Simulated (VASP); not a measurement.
# C41O in VASP: notebook

The runs below take C41O through single point, with PBE+D3(BJ).

Everything below comes from runs of VASP 6.6.1. Logs are shortened: lines on timing, memory, paths and dates and some standing lists are left out, and cuts for length are marked.

**1. The cell of the first run**

The cell holds a slab with vacuum, 42 atoms: a = 7.295 Å, b = 8.539 Å, c = 23.581 Å, α = 90.00°, β = 90.00°, γ = 112.97°.

**2. Single point, PBE+D3(BJ)**

The input, INCAR:

```
SYSTEM = C41O
  ALGO = Normal
  DIPOL = 0.5 0.5 0.285
  EDIFF = 1E-6
  ENCUT = 520
  GGA = PE
  IDIPOL = 3
  ISIF = 2
  ISMEAR = 0
  IVDW = 12
  LASPH = .True.
  LCHARG = .False.
  LDIPOL = .True.
  LREAL = Auto
  LUSENCCL = .False.
  LWAVE = .False.
  NBANDS = 112
  NELM = 80
  PREC = Accurate
  SIGMA = 0.05
```

The input, KPOINTS:

```
k-points
0
Gamma
  4 4 1
  0 0 0
```

The input, POSCAR:

```
C41O
1.0
    7.2946484380      0.0000000000      0.0000000000
   -3.3317658956      7.8620301879      0.0000000000
    0.0000000000      0.0000000000     23.5809581711
C O
41 1
Direct
    0.2500899670      0.1666966556      0.1696283913
    0.2500899670      0.6666966556      0.1696283913
    0.7500899670      0.1666966556      0.1696283913
    0.7500899670      0.6666966556      0.1696283913
    0.2499100331      0.3333033444      0.1696283913
    0.2499100331      0.8333033444      0.1696283913
    0.7499100330      0.3333033444      0.1696283913
    0.7499100331      0.8333033444      0.1696283913
    0.2500899670      0.4166966557      0.2218942371
    0.2500899670      0.9166966557      0.2218942371
    0.7500899670      0.4166966557      0.2218942371
    0.7500899670      0.9166966557      0.2218942371
    0.2499100331      0.0833033444      0.2218942371
    0.2499100331      0.5833033444      0.2218942371
    0.7499100331      0.0833033444      0.2218942371
    0.7499100331      0.5833033444      0.2218942371
    0.2500106166      0.1676584830      0.2741412246
    0.2500106166      0.6676584830      0.2741412246
    0.7500106166      0.1676584830      0.2741412246
    0.7500106166      0.6676584830      0.2741412246
    0.2499893834      0.3323415170      0.2741412246
    0.2499893834      0.8323415170      0.2741412246
    0.7499893834      0.3323415170      0.2741412246
    0.7499893834      0.8323415170      0.2741412246
    0.2500643137      0.4183240206      0.3266192408
    0.2500643137      0.9183240206      0.3266192408
    0.7500643137      0.4183240206      0.3266192408
    0.7500643137      0.9183240206      0.3266192408
    0.2499356863      0.0816759794      0.3266192408
    0.2499356863      0.5816759794      0.3266192408
    0.7499356863      0.0816759794      0.3266192408
    0.7499356863      0.5816759794      0.3266192408
    0.2498811848      0.1772167637      0.3744953071
    0.2498811848      0.6772167637      0.3744953071
    0.7498811848      0.1772167637      0.3744953071
    0.7498811848      0.6772167637      0.3744953071
    0.2501188152      0.3227832363      0.3744953071
    0.2501188152      0.8227832363      0.3744953071
    0.7501188152      0.3227832363      0.3744953071
    0.7501188152      0.8227832363      0.3744953071
    0.3748811848      0.5522167637      0.5504847630
    0.3748811848      0.5522167637      0.5017166005
```

Potentials or basis: VASP PAW PBE potentials, release 64 (C, O).

Launch:

```console
$ cat potpaw_PBE.64/C/POTCAR potpaw_PBE.64/O/POTCAR > POTCAR
$ mpirun -np 1 vasp_std > vasp.out
```

OUTCAR:

```text
SYSTEM = C41O
   EDIFF = 1E-6
   ENCUT = 520
   GGA = PE
   ISIF = 2
   ISMEAR = 0
   IVDW = 12
   LASPH = .True.
   LREAL = Auto
   NELM = 80
   PREC = Accurate
 IVDW          = 12

 ion  position               nearest neighbor table
   1  0.250  0.167  0.170-  13 1.42   5 1.42
   2  0.250  0.667  0.170-  14 1.42   6 1.42
   3  0.750  0.167  0.170-  15 1.42   7 1.42
   4  0.750  0.667  0.170-  16 1.42   8 1.42
   5  0.250  0.333  0.170-   9 1.42   1 1.42
   6  0.250  0.833  0.170-  10 1.42   2 1.42
   7  0.750  0.333  0.170-  11 1.42   3 1.42
   8  0.750  0.833  0.170-  12 1.42   4 1.42
   9  0.250  0.417  0.222-   5 1.42  14 1.42  21 1.43
  10  0.250  0.917  0.222-   6 1.42  13 1.42  22 1.43
  11  0.750  0.417  0.222-   7 1.42  16 1.42  23 1.43
  12  0.750  0.917  0.222-   8 1.42  15 1.42  24 1.43
  13  0.250  0.083  0.222-   1 1.42  10 1.42  17 1.43
  14  0.250  0.583  0.222-   2 1.42   9 1.42  18 1.43
[... 16 lines left out ...]
  31  0.750  0.082  0.327-  35 1.39  28 1.40  19 1.44
  32  0.750  0.582  0.327-  36 1.39  27 1.40  20 1.44
  33  0.250  0.177  0.374-  37 1.24  29 1.39
  34  0.250  0.677  0.374-  38 1.24  30 1.39
  35  0.750  0.177  0.374-  39 1.24  31 1.39
  36  0.750  0.677  0.374-  40 1.24  32 1.39
  37  0.250  0.323  0.374-  33 1.24  25 1.39
  38  0.250  0.823  0.374-  34 1.24  26 1.39
  39  0.750  0.323  0.374-  35 1.24  27 1.39
  40  0.750  0.823  0.374-  36 1.24  28 1.39
  41  0.375  0.552  0.550-  42 1.15
  42  0.375  0.552  0.502-  41 1.15

  LATTYP: Found a simple monoclinic cell.
 ALAT       =     7.2946484380
 B/A-ratio  =     3.2326380595
 C/A-ratio  =     1.1705654015
 COS(beta)  =    -0.3901884672

  Lattice vectors:

 A1 = (   7.2946484380,   0.0000000000,   0.0000000000)
 A2 = (   0.0000000000,   0.0000000000, -23.5809581711)
 A3 = (  -3.3317658956,   7.8620301879,   0.0000000000)

Analysis of symmetry for initial positions (statically):
=====================================================================
 Subroutine PRICEL returns:
 Original cell was already a primitive cell.

 Routine SETGRP: Setting up the symmetry group for a
 simple monoclinic supercell.

 Subroutine GETGRP returns: Found  1 space group operations
 (whereof  1 operations were pure point group operations)
 out of a pool of  4 trial point group operations.

The static configuration has the point symmetry C_1 .

Analysis of symmetry for dynamics (positions and initial velocities):
=====================================================================
 Subroutine PRICEL returns:
 Original cell was already a primitive cell.

 Routine SETGRP: Setting up the symmetry group for a
 simple monoclinic supercell.

 Subroutine GETGRP returns: Found  1 space group operations
 (whereof  1 operations were pure point group operations)
 out of a pool of  4 trial point group operations.

The dynamic configuration has the point symmetry C_1 .

 Subroutine INISYM returns: Found  1 space group operations
 (whereof  1 operations are pure point group operations),
 and found     1 'primitive' translations

----------------------------------------------------------------------------------------

                                     Primitive cell

  volume of cell :    1352.3855

  direct lattice vectors                    reciprocal lattice vectors
     7.294648438  0.000000000  0.000000000     0.137086798  0.058094552 -0.000000000
    -3.331765896  7.862030188  0.000000000     0.000000000  0.127193610  0.000000000
     0.000000000  0.000000000 23.580958171     0.000000000 -0.000000000  0.042407098

  length of vectors
     7.294648438  8.538863078 23.580958171     0.148888439  0.127193610  0.042407098

  position of ions in fractional coordinates (direct lattice)
     0.250089967  0.166696656  0.169628391
     0.250089967  0.666696656  0.169628391
     0.750089967  0.166696656  0.169628391
     0.750089967  0.666696656  0.169628391
     0.249910033  0.333303344  0.169628391
     0.249910033  0.833303344  0.169628391
[... 34 lines left out ...]
     0.374881185  0.552216764  0.550484763
     0.374881185  0.552216764  0.501716601

  ion indices of the primitive-cell ions
   primitive index   ion index
                 1           1
                 2           2
                 3           3
                 4           4
                 5           5
                 6           6
[... 34 lines left out ...]
                41          41
                42          42

----------------------------------------------------------------------------------------

 KPOINTS: k-points

Automatic generation of k-mesh.
 Grid dimensions read from file:
 generate k-points for:    4    4    1

 Generating k-lattice:

  Cartesian coordinates                     Fractional coordinates (reciprocal lattice)
     0.034271700  0.014523638 -0.000000000     0.250000000  0.000000000  0.000000000
     0.000000000  0.031798402  0.000000000     0.000000000  0.250000000  0.000000000
     0.000000000 -0.000000000  0.042407098     0.000000000  0.000000000  1.000000000

  Length of vectors
     0.037222110  0.031798402  0.042407098

  Shift w.r.t. Gamma in fractional coordinates (k-lattice)
     0.000000000  0.000000000  0.000000000

 Subroutine IBZKPT returns following result:
 ===========================================

 Found     10 irreducible k-points:

 Following reciprocal coordinates:
            Coordinates               Weight
  0.000000  0.000000  0.000000      1.000000
  0.250000  0.000000  0.000000      2.000000
  0.500000  0.000000  0.000000      1.000000
  0.000000  0.250000  0.000000      2.000000
  0.250000  0.250000  0.000000      2.000000
  0.500000  0.250000  0.000000      2.000000
 -0.250000  0.250000  0.000000      2.000000
  0.000000  0.500000  0.000000      1.000000
  0.250000  0.500000  0.000000      2.000000
  0.500000  0.500000  0.000000      1.000000
   k-points           NKPTS =     10   k-points in BZ     NKDIM =     10   number of bands    NBANDS=    112
   number of dos      NEDOS =    301   number of ions     NIONS =     42
   total plane-waves  NPLWV = 622080
   dimension x,y,z NGX =    54 NGY =   64 NGZ =  180
   dimension x,y,z NGXF=   108 NGYF=  128 NGZF=  360
   ions per type =              41   1
   NGX,Y,Z   is equivalent  to a cutoff of  12.31, 12.46, 12.69 a.u.
   NGXF,Y,Z  is equivalent  to a cutoff of  24.61, 24.92, 25.38 a.u.
 SYSTEM =  C41O
   PREC   = accura    normal or accurate (medium, high low for compatibility)
   ISTART =      0    job   : 0-new  1-cont  2-samecut
   ICHARG =      2    charge: 1-file 2-atom 10-const
   ISPIN  =      1    spin polarized calculation?
   LNONCOLLINEAR =      F non collinear calculations
   LSORBIT =      F    spin-orbit coupling
   LASPH  =      T    aspherical Exc in radial PAW
   ENCUT  =  520.0 eV  38.22 Ry    6.18 a.u.  13.56 15.88 43.84*2*pi/ulx,y,z
   NELM   =     80;   NELMIN=  2; NELMDL= -5     # of ELM steps
   EDIFF  = 0.1E-05   stopping-criterion for ELM
   LREAL  =      T    real-space projection
   EDIFFG = 0.1E-04   stopping-criterion for IOM
   NSW    =      0    number of steps for IOM
   IBRION =     -1    ionic relax: 0-MD 1-quasi-New 2-CG
   NFREE  =      0    steps in history (QN), initial steepest desc. (CG)
   ISIF   =      2    stress and relaxation
   ISYM   =      2    0-nonsym 1-usesym 2-fastsym
   POTIM  = 0.5000    time-step for ionic-motion
   TEBEG  =    0.0;   TEEND  =   0.0 temperature during run
   PSTRESS=    0.0 pullay stress
   NELECT =     170.0000    total number of electrons
   NUPDOWN=      -1.0000    fix difference up-down
   EMIN   =  10.00;   EMAX   =-10.00  energy-range for DOS
   EFERMI =   0.00;   METHOD = LEGACY
   ISMEAR =     0;   SIGMA  =   0.05  broadening in eV -4-tet -1-fermi 0-gaus
   EFERMI_NEDOS =   21; number of points for ismear=-14 and -15
   IALGO  =     38    algorithm
   IMIX   =      4    mixing-type and parameters
     AMIX     =   0.40;   BMIX     =  1.00
     AMIX_MAG =   1.60;   BMIX_MAG =  1.00
  volume/ion in A,a.u.               =      32.20       217.29
  Fermi-wavevector in a.u.,A,eV,Ry     =   0.820083  1.549732  9.150402  0.672536
  Thomas-Fermi vector in A             =   1.931002
   LORBIT       =      0    0 simple, 1 ext, 2 COOP (PROOUT), +10 PAW based schemes
   GGA     = PE    functional components
   LHFCALC =     F    Hartree Fock is set to
   AEXX    =    0.0000 exact exchange contribution
   IVDW    =    12    specifies the selected vdW correction
   LEPSILON=     F    determine dielectric tensor
   LRPA    =     F    only Hartree local field effects (RPA)
 non-spin polarized calculation
 Gauss-broadening in eV      SIGMA  =   0.05
  energy-cutoff  :      520.00
  volume of cell :     1352.39
 maximum number of plane-waves:     36453
   NGX = 27   NGY = 31   NGZ = 87

 dipolmoment           0.000000      0.000000      0.122362 electrons x Angstroem

 number of electron     169.9999999 magnetization

 dipolmoment           0.000000      0.000000     -0.283875 electrons x Angstroem

 Free energy of the ion-electron system (eV)
  ---------------------------------------------------
  ext. energy  EPLUGINS =         0.00000000
  ---------------------------------------------------
  free energy    TOTEN  =      -344.86089646 eV

  energy without entropy =     -344.84486238  energy(sigma->0) =     -344.85287942

 E-fermi :  -3.2537     XC(G=0):  -3.7256

 val. band max:       -3.2571207696   @ k =   0.5000   0.2500   0.0000
 cond. band min:      -3.2474168125   @ k =  -0.2500   0.2500   0.0000
 fundamental gap:      0.0097039571
 Fermi energy:        -3.2536530117

 k-point     1 :       0.0000    0.0000    0.0000
  band No.  band energies     occupation
      1     -26.9368      2.00000
      2     -22.0198      2.00000
      3     -21.7401      2.00000
      4     -20.6467      2.00000
      5     -20.5220      2.00000
      6     -20.3856      2.00000
[... 89 lines left out ...]
     96      -1.1981      0.00000
     97      -1.0471      0.00000

 k-point     2 :       0.2500    0.0000    0.0000
  band No.  band energies     occupation
      1     -26.9368      2.00000
      2     -21.9809      2.00000
      3     -21.7833      2.00000
      4     -20.6477      2.00000
      5     -20.5607      2.00000
      6     -20.3461      2.00000
[... 889 lines left out ...]
     96      -0.3314      0.00000
     97      -0.3310      0.00000
 [bands above 97 left out]

------------------------ aborting loop because EDIFF is reached ----------------------------------------

 vacuum level on the upper side and lower side of the slab       (xc-potential included)        -0.442         0.434

 Edisp (eV)   -4.74780

 E8    (eV) :    -1.4119

  FORCE on cell =-STRESS in cart. coord.  units (eV):
  Direction    XX          YY          ZZ          XY          YZ          ZX
  --------------------------------------------------------------------------------------
  -------------------------------------------------------------------------------------
  Total       0.00805    -5.61311   -10.87760     2.36109    -0.00243     0.02000
  in kB       0.00953    -6.64988   -12.88674     2.79719    -0.00288     0.02369
  external pressure =       -6.51 kB  Pullay stress =        0.00 kB

 VOLUME and BASIS-vectors are now :
 -----------------------------------------------------------------------------
  energy-cutoff  :      520.00
  volume of cell :     1352.39
      direct lattice vectors                 reciprocal lattice vectors
     7.294648438  0.000000000  0.000000000     0.137086798  0.058094552 -0.000000000
    -3.331765896  7.862030188  0.000000000     0.000000000  0.127193610  0.000000000
     0.000000000  0.000000000 23.580958171     0.000000000 -0.000000000  0.042407098

 POSITION                                       TOTAL-FORCE (eV/Angst)
 -----------------------------------------------------------------------------------
      1.26892      1.31057      4.00000        -2.578094      6.076242      1.102618
     -0.39696      5.24159      4.00000        -2.573992      6.078798      1.103008
      4.91625      1.31057      4.00000        -2.575826      6.078171      1.103479
      3.25037      5.24159      4.00000        -2.576404      6.077972      1.103171
      0.71252      2.62044      4.00000         2.578339     -6.076676      1.103015
     -0.95337      6.55146      4.00000         2.574067     -6.078395      1.102607
[... 34 lines left out ...]
      0.89477      4.34154     12.98096        -0.007768     -0.002920     -0.740146
      0.89477      4.34154     11.83096         0.008667      0.000819      0.725058
 -----------------------------------------------------------------------------------
    total drift:                               -0.007750     -0.001324     -0.082180

  FREE ENERGIE OF THE ION-ELECTRON SYSTEM (eV)
  ---------------------------------------------------
  free  energy   TOTEN  =      -349.6086998185 eV

  energy  without entropy=     -349.5926657364  energy(sigma->0) =     -349.60068278

 vacuum level on the upper side and lower side of the slab         2.355         3.252
```

It took 4.5 min on 1 × NVIDIA H100 80GB with 1 thread of AMD EPYC 7R13 (Zen 3), shared host; peak memory 2.4 GiB.

What came out:

```yaml
Free_energy: -349.6087 eV
Largest_force: 6.693 eV/Å
Band_gap_on_the_k_mesh: 0.01 eV (least direct gap 0.03 eV)
Dispersion_energy_per_atom: -0.113 eV
```

Forces on the atoms (eV/Å):
```
C   -2.578  6.076  1.103
C   -2.574  6.079  1.103
C   -2.576  6.078  1.103
C   -2.576  6.078  1.103
C    2.578 -6.077  1.103
C    2.574 -6.078  1.103
C    2.576 -6.078  1.103
C    2.577 -6.078  1.103
C   -0.162  0.381 -1.156
C   -0.159  0.380 -1.157
C   -0.161  0.381 -1.157
C   -0.162  0.380 -1.156
C    0.163 -0.379 -1.157
C    0.161 -0.381 -1.156
C    0.162 -0.381 -1.157
C    0.162 -0.380 -1.156
C    0.004 -0.007  0.015
C    0.002 -0.002  0.015
C    0.003 -0.004  0.017
C    0.002 -0.004  0.015
C    0.000  0.002  0.015
C   -0.003  0.008  0.015
C   -0.002  0.004  0.016
C   -0.002  0.005  0.015
C    0.001  0.028  0.009
C    0.004  0.010 -0.010
C    0.002  0.022 -0.010
C    0.004  0.019 -0.008
C   -0.007 -0.014 -0.010
C    0.003 -0.027  0.012
C   -0.001 -0.022 -0.010
C   -0.003 -0.021 -0.005
C    0.031 -0.060  0.064
C    0.010 -0.043  0.007
C    0.034 -0.078  0.048
C    0.034 -0.073  0.047
C   -0.026  0.041  0.015
C   -0.024  0.064  0.067
C   -0.034  0.079  0.050
C   -0.035  0.074  0.051
C   -0.008 -0.003 -0.740
O    0.009  0.001  0.725
```

Levels at points of the mesh, in eV from the valence-band top:
```csv
k point,band 81,band 82,band 83,band 84,band 85,band 86,band 87,band 88,band 89,band 90
"(0.00, 0.00, 0.00)",-0.94,-0.87,-0.80,-0.20,-0.02,0.04,0.58,0.64,0.74,0.95
"(0.50, 0.00, 0.00)",-1.25,-0.91,-0.91,-0.14,-0.13,0.24,0.24,0.83,0.85,1.07
"(0.00, 0.50, 0.00)",-1.32,-1.03,-1.03,-1.02,-1.02,0.58,0.58,0.60,0.61,1.46
"(0.50, 0.50, 0.00)",-1.21,-1.11,-1.11,-0.76,-0.76,0.48,0.48,0.70,0.70,1.36
```

**3. Single point, PBE+D3(BJ)**

The input, INCAR:

```
PREC = Accurate
ENCUT = 520
EDIFF = 1E-6
ISMEAR = 0
SIGMA = 0.05
LREAL = Auto
LASPH = T
NELM = 100
ALGO = Normal
ISIF = 2
LWAVE = F
LCHARG = F
LDIPOL = T
IDIPOL = 3
DIPOL = 0.5 0.5 0.285
GGA = PE
IVDW = 12
NBANDS = 112
LUSENCCL = F
```

The input, KPOINTS:

```
Automatic mesh
0
Gamma
  4 4 1
```

Edit POSCAR of step 2 so:

```diff
@@ -48,3 +48,3 @@
     0.7501188152      0.8227832363      0.3744953071
-    0.3748811848      0.5522167637      0.5504847630
-    0.3748811848      0.5522167637      0.5017166005
+    0.6248811848      0.3022167637      0.5504847630
+    0.6248811848      0.3022167637      0.5017166005
```

Potentials or basis: VASP PAW PBE potentials, release 64 (C, O).

Launch:

```console
$ cat potpaw_PBE.64/C/POTCAR potpaw_PBE.64/O/POTCAR > POTCAR
$ mpirun -np 1 vasp_std > vasp.out
```

Run time: 3.6 min. Hardware: 1 × NVIDIA H100 80GB with 1 thread of AMD EPYC 7R13 (Zen 3), shared host; peak memory 2.4 GiB.

It converged, with:

```yaml
Free_energy: -349.5829 eV
Largest_force: 6.695 eV/Å
Band_gap_on_the_k_mesh: 0.01 eV (least direct gap 0.03 eV)
Dispersion_energy_per_atom: -0.113 eV
```

Forces on the atoms (eV/Å):
```
C   -2.575  6.076  1.103
C   -2.576  6.076  1.103
C   -2.575  6.081  1.102
C   -2.577  6.075  1.104
C    2.575 -6.076  1.103
C    2.576 -6.076  1.104
C    2.575 -6.081  1.103
C    2.577 -6.075  1.103
C   -0.161  0.380 -1.156
C   -0.161  0.380 -1.157
C   -0.161  0.380 -1.155
C   -0.162  0.380 -1.158
C    0.161 -0.380 -1.156
C    0.161 -0.380 -1.157
C    0.157 -0.378 -1.156
C    0.162 -0.380 -1.157
C    0.002 -0.005  0.016
C    0.002 -0.005  0.017
C    0.004 -0.013  0.008
C    0.002 -0.003  0.016
C   -0.002  0.005  0.016
C   -0.002  0.004  0.017
C   -0.003  0.001  0.011
C   -0.001  0.002  0.017
C    0.002  0.018 -0.008
C    0.002  0.021 -0.010
C   -0.001  0.016  0.019
C    0.003  0.023 -0.010
C   -0.001 -0.019 -0.006
C   -0.002 -0.021 -0.011
C   -0.009  0.011 -0.009
C    0.000 -0.021 -0.010
C    0.034 -0.077  0.048
C    0.035 -0.081  0.050
C    0.036 -0.073  0.045
C    0.033 -0.072  0.047
C   -0.033  0.078  0.052
C   -0.035  0.081  0.048
C    0.012  0.040 -0.050
C   -0.034  0.072  0.048
C    0.007  0.000 -0.731
O   -0.048  0.017  0.797
```

Levels at points of the mesh, in eV from the valence-band top:
| k point | band 83 | band 84 | band 85 | band 86 | band 87 | band 88 |
| --- | --- | --- | --- | --- | --- | --- |
| (0.00, 0.00, 0.00) | -0.80 | -0.20 | -0.02 | 0.04 | 0.58 | 0.64 |
| (0.50, 0.00, 0.00) | -0.91 | -0.14 | -0.13 | 0.24 | 0.25 | 0.83 |
| (0.00, 0.50, 0.00) | -1.03 | -1.02 | -1.02 | 0.58 | 0.58 | 0.60 |
| (0.50, 0.50, 0.00) | -1.11 | -0.76 | -0.76 | 0.48 | 0.48 | 0.70 |

(Continued in part 2 of 2.)
